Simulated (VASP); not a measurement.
A run of VASP 6.6.1 is set up as follows.

The input INCAR:

```
SYSTEM = Nb
ALGO = Normal
EDIFF = 1E-6
ENCUT = 520
GGA = PS
ISIF = 2
ISMEAR = -1
LASPH = .True.
LCHARG = .True.
LELF = .True.
LREAL = .False.
LVHAR = .True.
LWAVE = .False.
NBANDS = 12
NELM = 100
PREC = Accurate
SIGMA = 0.1
```

Contents of KPOINTS:

```
k-points
0
Gamma
  16 16 16
  0 0 0
```

POSCAR

```
Nb
1.0
   -1.4387161436      1.4387161436      1.4387161436
    1.4387161436     -1.4387161436      1.4387161436
    1.4387161436      1.4387161436     -1.4387161436
Nb
1
Direct
    0.0000000000      0.0000000000      0.0000000000
```

Potentials or basis: VASP PAW PBE potentials, release 64 (Nb_sv).

The run is started by

```console
$ cat potpaw_PBE.64/Nb_sv/POTCAR > POTCAR
$ mpirun -np 1 vasp_std > vasp.out
```

**Question.** What does it give for the pressure?

**Answer.** 141.0 GPa.

Caveat: the PAW data sets were made with another functional, which shifts forces and pressure a little.
